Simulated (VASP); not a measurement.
**ScAl3: single point with PBEsol**

Crystal: ScAl3.

```
Sc Al
1.0
     4.15272    0.00000    0.00000
     0.00000    4.15272    0.00000
     0.00000    0.00000    4.03625
Sc Al
1 3
Direct
  0.00000 0.00000 0.00000
  0.50000 0.00000 0.50000
  0.00000 0.50000 0.50000
  0.50000 0.50000 0.00000
```

This cell differs from its parent crystal: biaxial strain in the a-b plane: +2.0 %, then relaxed in part.

```json
{
  "Program": "VASP 6.6.1",
  "Task": "single point",
  "Functional": "PBEsol",
  "Potentials or basis": "VASP PAW PBE potentials, release 64 (Sc_sv, Al)",
  "Cutoff": "520 eV",
  "k mesh": "14 × 14 × 14",
  "Occupations": "gaussian, width 0.1 eV",
  "Spin": "no spin polarisation",
  "Dipole correction": "no",
  "Further INCAR settings": "ALGO = Fast; EDIFF = 1e-06; NBANDS = 18"
}
```

```
Pressure               : -2.5 GPa
Band gap on the k mesh : zero (bands 10 and 11 overlap by 3.70 eV)
```

Stress tensor (GPa, compression positive):
```
-3.81  0.00  0.00
 0.00 -3.81  0.00
 0.00  0.00  0.08
```

Levels at points of the mesh, in eV from the Fermi level:
| k point | band 8 | band 9 | band 10 | band 11 | band 12 | band 13 |
| --- | --- | --- | --- | --- | --- | --- |
| (0.00, 0.00, 0.00) | -1.93 | -1.93 | -1.53 | 1.21 | 1.22 | 1.31 |
| (0.50, 0.00, 0.00) | -1.50 | -1.43 | 0.72 | 0.85 | 1.20 | 1.47 |
| (0.50, 0.50, 0.00) | -4.33 | -0.41 | -0.41 | 1.38 | 1.56 | 1.93 |
| (0.00, 0.00, 0.50) | -1.76 | -1.52 | 0.66 | 0.89 | 0.89 | 1.31 |
| (0.50, 0.00, 0.50) | -4.33 | -0.64 | -0.56 | 1.12 | 1.22 | 2.01 |
| (0.50, 0.50, 0.50) | -4.41 | -2.97 | -2.97 | -2.85 | 0.85 | 2.46 |

It took 4.4 min on 1 thread of Intel(R) Xeon(R) Platinum 8488C (Sapphire Rapids) (shared host), peak memory 0.43 GiB.

Caveat: the cell differs from its parent crystal (biaxial strain in the a-b plane: +2.0 %, then relaxed in part); the PAW data sets were made with another functional, which shifts forces and pressure a little.
